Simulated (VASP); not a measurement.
## KRu4O: single point with PBE

KRu4O:

```
K Ru O
1.0
     4.35990    0.00000    0.00000
     0.00000    4.35990    0.00000
     0.00000    0.00000    6.22180
K Ru O
1 4 1
Direct
  0.50000 0.50000 0.50000
  0.50000 0.00000 0.76288
  0.00000 0.50000 0.23712
  0.50000 0.00000 0.23712
  0.00000 0.50000 0.76288
  0.00000 0.00000 0.00000
```

| Quantity | Value |
| --- | --- |
| Program | VASP 6.6.1 |
| Task | single point |
| Functional | PBE |
| Potentials or basis | VASP PAW PBE potentials, release 64 (K_sv, Ru_pv, O) |
| Cutoff | 520 eV |
| k mesh | 4 × 4 × 4 |
| Occupations | gaussian, width 0.1 eV |
| Spin | collinear spin, ferromagnetic start |
| Starting moments | [0.0, 1.0, 1.0, 1.0, 1.0, 0.0] μB |
| Dipole correction | no |
| Further INCAR settings | ALGO = Normal; EDIFF = 1e-07; NBANDS = 48 |

```yaml
Pressure: -9.6 GPa
Largest_force: 1.990 eV/Å
Net_moment: 8.22 μB per cell
Site_moments: K +0.03; Ru +1.90; O +0.21 μB
Valence_electrons_inside_the_program's_atomic_spheres: K 7.82; Ru 12.27; O 4.74
```

Forces in eV/Å, atoms in the order of the input:
```
K    0.000  0.000  0.000
Ru   0.000  0.000  1.990
Ru   0.000  0.000 -1.990
Ru   0.000  0.000 -1.990
Ru   0.000  0.000  1.990
O    0.000  0.000  0.000
```

Stress tensor (GPa, compression positive):
```
-9.70  0.00  0.00
 0.00 -9.70  0.00
 0.00  0.00 -9.43
```

Levels at points of the mesh, in eV from the Fermi level:
Spin up:
```
           k point  band 37  band 38  band 39  band 40  band 41  band 42  band 43  band 44
(0.00, 0.00, 0.00)    -0.52    -0.35     0.53     0.56     0.59     1.58     3.22     4.12
(0.50, 0.00, 0.00)    -0.89    -0.69    -0.28    -0.20     0.15     0.45     3.27     3.60
(0.50, 0.50, 0.00)    -0.47    -0.45     0.50     0.50     1.06     1.88     3.29     3.29
(0.00, 0.00, 0.50)    -0.53    -0.47    -0.26    -0.26     0.55     0.57     4.33     4.63
(0.50, 0.00, 0.50)    -0.92    -0.88    -0.53    -0.26    -0.06     0.05     1.52     1.94
(0.50, 0.50, 0.50)    -0.81    -0.76    -0.14    -0.14     2.78     2.80     3.26     3.26
```
Spin down:
| k point | band 29 | band 30 | band 31 | band 32 | band 33 | band 34 | band 35 | band 36 |
| --- | --- | --- | --- | --- | --- | --- | --- | --- |
| (0.00, 0.00, 0.00) | -0.14 | -0.09 | -0.09 | 0.58 | 0.58 | 0.80 | 1.08 | 1.08 |
| (0.50, 0.00, 0.00) | -0.60 | -0.22 | -0.19 | -0.18 | 0.20 | 0.36 | 0.36 | 0.43 |
| (0.50, 0.50, 0.00) | -0.13 | 0.16 | 0.16 | 0.31 | 0.34 | 0.35 | 0.55 | 0.55 |
| (0.00, 0.00, 0.50) | -0.44 | -0.40 | -0.40 | -0.14 | -0.14 | 0.54 | 0.89 | 0.89 |
| (0.50, 0.00, 0.50) | -0.58 | -0.57 | -0.54 | -0.29 | -0.25 | -0.17 | 0.07 | 0.16 |
| (0.50, 0.50, 0.50) | -0.33 | -0.33 | -0.14 | -0.14 | 0.35 | 0.50 | 0.50 | 0.52 |

Run time: 3 min on 1 thread of Intel(R) Xeon(R) Platinum 8488C (Sapphire Rapids) (shared host), peak memory 0.33 GiB.

Caveat: the k points lie up to 0.36 Å⁻¹ apart; forces of over 1 eV/Å act on the atoms, so gaps and moduli don't describe the material at rest.
